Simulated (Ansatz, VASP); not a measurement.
## One calculation of Ta3AlN4, two programs

Contents of INCAR:

```
SYSTEM = Ta3AlN4
PREC = Accurate
ENCUT = 520
EDIFF = 1E-7
ISMEAR = 0
SIGMA = 0.1
LREAL = .FALSE.
LASPH = .TRUE.
NELM = 150
ALGO = Fast
ISIF = 2
LWAVE = .FALSE.
LCHARG = .FALSE.
ISPIN = 2
MAGMOM = 1 1 1 0 0 0 0 0
LORBIT = 11
LMAXMIX = 4
GGA = PE
NBANDS = 42
```

Contents of KPOINTS:

```
Automatic mesh
0
G
  6 4 4
  0 0 0
```

Contents of POSCAR:

```
Ta3AlN4
1.0
    2.9487344823      0.0000000000      0.0000000000
    0.0000000000      4.3444388040      0.0000000000
    0.0000000000      0.0000000000      6.4435239956
Ta Al N
3 1 4
Direct
    0.0000000000      0.0000000000      0.0000000000
    0.5000000000      0.5000000000      0.2499074529
    0.5000000000      0.5000000000      0.7500925471
    0.0000000000      0.0000000000      0.5000000000
    0.0000000000      0.5000000000      0.0000000000
    0.5000000000      0.0000000000      0.2857124120
    0.0000000000      0.5000000000      0.5000000000
    0.5000000000      0.0000000000      0.7142875880
```

Input for Ansatz:

```yaml
crystal:
  lattice:
    - [2.9487344823, 0.0, 0.0]
    - [0.0, 4.344438804, 0.0]
    - [0.0, 0.0, 6.4435239956]
  atoms:
    - { symbol: Ta, position: [0.0, 0.0, 0.0], spin: 1.0 }
    - { symbol: Ta, position: [0.5, 0.5, 0.2499074529], spin: 1.0 }
    - { symbol: Ta, position: [0.5, 0.5, 0.7500925471], spin: 1.0 }
    - { symbol: Al, position: [0.0, 0.0, 0.5] }
    - { symbol: "N", position: [0.0, 0.5, 0.0] }
    - { symbol: "N", position: [0.5, 0.0, 0.285712412] }
    - { symbol: "N", position: [0.0, 0.5, 0.5] }
    - { symbol: "N", position: [0.5, 0.0, 0.714287588] }
basis:
  ecutwfc: 420
kpoints:
  mp_grid: { grid: [6, 4, 4] }
hamiltonian:
  xc: pbe
scf:
  occupations: { method: gaussian, width: 0.1 }
  lower_state_search: "off"
output:
  forces: true
  stress: true
  eigenvalues: true
  populations: true
magnetization:
  spin_polarized: true
```

Alike in both runs: task single point; functional PBE; k mesh 6 × 4 × 4; occupations gaussian, width 0.1 eV; collinear spin.

|  | VASP | Ansatz |
| --- | --- | --- |
| version | VASP 6.6.1 | Ansatz 0.2.0 |
| potentials or method | VASP PAW PBE potentials, release 64 (Ta_pv, Al, N), cutoff 520 eV | scalar-relativistic, plane waves, PAW |
| valence electrons in the cell | 56 | 62 |

Ansatz gave:

| Property | Result |
| --- | --- |
| gap on the k mesh at the Fermi level (eV) | none |
| pressure (GPa) | 0.0 |
| traceless stress, the component that is largest in VASP (GPa) | 0.00 |
| rms of the force components (eV/Å) | 0.001 |
| net moment per atom (μB) | 0.00 |

**Question.** What did VASP give for the same quantities?

**Answer.** gap on the k mesh at the Fermi level (eV): none; pressure (GPa): 0.5; traceless stress, the component that is largest in VASP (GPa): 0.05; rms of the force components (eV/Å): 0.008; net moment per atom (μB): 0.00.

Atom by atom the forces differ by 0.009 eV/Å (rms over components). A gap of «none» marks a metal or a gap that the smearing closes. With one functional, cell and mesh, what is left measures potentials, basis and numerics. VASP's potentials hold 56 valence electrons a cell and Ansatz's 62, so a difference there can come from the potentials and not from the codes. Ansatz's warnings: seeded moment not kept.

The k mesh is coarse, so the values compare programs but aren't converged. Neither program's run includes spin-orbit coupling.
